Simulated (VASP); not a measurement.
Wanted: the native input for a VASP 6.6.1 run.

```
Task                   : relaxation of cell and atoms
Functional             : RPBE
Potentials or basis    : VASP PAW PBE potentials, release 64 (Y_sv)
Cutoff                 : 600 eV
k mesh                 : 10 × 10 × 10
Occupations            : fermi-dirac, width 0.1 eV
Spin                   : no spin polarisation
Dipole correction      : no
Further INCAR settings : ALGO = Normal; EDIFF = 1e-06; IBRION = 2; EDIFFG = -0.01; NSW = 80; ISIF = 3
```

The structure of Y lies in POSCAR:

```
Y
1.0
    3.2912715962      0.0000000000      0.0000000000
    0.0000000000      3.2912715962      0.0000000000
    0.0000000000      0.0000000000      3.2912715962
Y
1
Direct
    0.0000000000      0.0000000000      0.0000000000
```

The input as run:

INCAR

```
ALGO = Normal
EDIFF = 1E-6
EDIFFG = -0.01
ENCUT = 600
GGA = RP
IBRION = 2
ISIF = 3
ISMEAR = -1
LASPH = True
LCHARG = False
LREAL = False
LWAVE = False
NELM = 80
NSW = 80
PREC = Accurate
SIGMA = 0.1
```

KPOINTS

```
k-points
0
Gamma
  10 10 10
```

Potentials or basis: VASP PAW PBE potentials, release 64 (Y_sv).

Run with:

```console
$ cat potpaw_PBE.64/Y_sv/POTCAR > POTCAR
$ mpirun -np 1 vasp_std > vasp.out
```

Results of the run:

```json
{
  "Relaxed volume": "36.72 Å³/atom",
  "Relaxed cell": "a = 3.324 Å, b = 3.324 Å, c = 3.324 Å, α = 90.00°, β = 90.00°, γ = 90.00°",
  "Space group after relaxing (to 0.05 Å)": "Pm-3m (No. 221)",
  "Energy gained by relaxing": "2.4 meV/atom",
  "Ionic steps": "3",
  "Pressure after relaxing": "0.0 GPa"
}
```

Caveat: the PAW data sets were made with another functional, which shifts forces and pressure a little.

Run time: 20 s on 1 thread of Intel(R) Xeon(R) 6975P-C (Granite Rapids), with other jobs on the host, peak memory 0.19 GiB.
